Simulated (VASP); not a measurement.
# Mg2C3: single point with PBEsol

Crystal: Mg2C3.

```xyz
5
Lattice="2.3986 -2.3274 0.0029 2.3986 2.3274 0.0029 -1.2126 0.0000 4.8284" Properties=species:S:1:pos:R:3 pbc="T T T"
Mg    3.6401    0.0000    0.9686
Mg   -0.0555    0.0000    3.8656
C     1.1217    0.0000    1.2707
C     2.4628    0.0000    3.5636
C     1.7923    0.0000    2.4171
```

```yaml
Program: VASP 6.6.1
Task: single point
Functional: PBEsol
Potentials_or_basis: VASP PAW PBE potentials, release 64 (Mg_sv, C)
Cutoff: 750 eV
k_mesh: 8 × 8 × 6
Occupations: gaussian, width 0.02 eV
Spin: no spin polarisation
Dipole_correction: no
Mended: yes
Further_INCAR_settings: ALGO = Normal; EDIFF = 1e-06; NBANDS = 24
```

```yaml
Pressure: -0.4 GPa
Largest_force: 0.039 eV/Å
Band_gap_on_the_k_mesh: 1.68 eV (least direct gap 2.40 eV)
```

Forces in eV/Å, atoms in the order of the input:
```
Mg   0.002  0.000  0.000
Mg  -0.002  0.000  0.000
C   -0.020  0.000 -0.033
C    0.020  0.000  0.033
C    0.000  0.000  0.000
```

Stress tensor (GPa, compression positive):
```
-0.39  0.00  0.11
 0.00 -0.45  0.00
 0.11  0.00 -0.24
```

Levels at points of the mesh, in eV from the valence-band top:
| k point | band 13 | band 14 | band 15 | band 16 | band 17 | band 18 | band 19 | band 20 |
| --- | --- | --- | --- | --- | --- | --- | --- | --- |
| (0.00, 0.00, 0.00) | -3.36 | -2.94 | -1.49 | -0.71 | 3.47 | 3.55 | 4.07 | 7.56 |
| (0.50, 0.00, 0.00) | -4.78 | -3.18 | -3.17 | -0.15 | 2.95 | 4.64 | 6.28 | 6.70 |
| (0.50, 0.50, 0.00) | -5.40 | -3.73 | -2.40 | -1.19 | 1.68 | 2.02 | 3.13 | 5.51 |
| (0.00, 0.00, 0.50) | -3.79 | -3.54 | -0.97 | 0.00 | 3.15 | 3.43 | 4.17 | 5.75 |
| (0.50, 0.00, 0.50) | -4.07 | -3.13 | -1.30 | -0.24 | 2.16 | 3.84 | 5.80 | 6.67 |
| (0.50, 0.50, 0.50) | -5.13 | -3.94 | -2.98 | -2.08 | 2.07 | 3.51 | 5.53 | 6.59 |

It took 2.7 min on 1 thread of AMD EPYC 9R45 96-Core Processor (Zen 5), on a shared host, peak memory 0.3 GiB.

Caveat: the PAW data sets were made with another functional, which shifts forces and pressure a little. PBEsol gaps usually lie below the measured ones, often by a third to a half.
